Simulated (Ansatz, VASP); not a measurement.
# HgTe: VASP beside Ansatz

```xyz
2
Lattice="-2.9504 2.9504 1.6617 2.9504 -2.9504 1.6617 2.9504 2.9504 -1.6617" Properties=species:S:1:pos:R:3 pbc="T T T"
Hg    2.9504    0.0000    0.8309
Te    0.0000    0.0000    0.0000
```

Alike in both runs: task single point; functional PBEsol; k mesh 18 × 18 × 18; occupations gaussian, width 0.15 eV; no spin polarisation.

|  | VASP | Ansatz |
| --- | --- | --- |
| version | VASP 6.6.1 | Ansatz 0.2.0 |
| potentials or method | VASP PAW PBE potentials, release 64 (Hg, Te), cutoff 520 eV | scalar-relativistic, plane waves, PAW |
| valence electrons in the cell | 18 | 36 |

Ansatz gave:

```
gap on the k mesh at the Fermi level (eV)                     : none
pressure (GPa)                                                : -3.6
traceless stress, the component that is largest in VASP (GPa) : -0.31
```

Q: Estimate VASP's values.

A: gap on the k mesh at the Fermi level (eV): none; pressure (GPa): -3.5; traceless stress, the component that is largest in VASP (GPa): -0.36.

VASP's potentials were made for PBE, not for PBEsol. A gap of «none» marks a metal or a gap that the smearing closes. VASP's potentials hold 18 valence electrons a cell and Ansatz's 36, so a difference there can come from the potentials and not from the codes.

Neither program's run includes spin-orbit coupling.
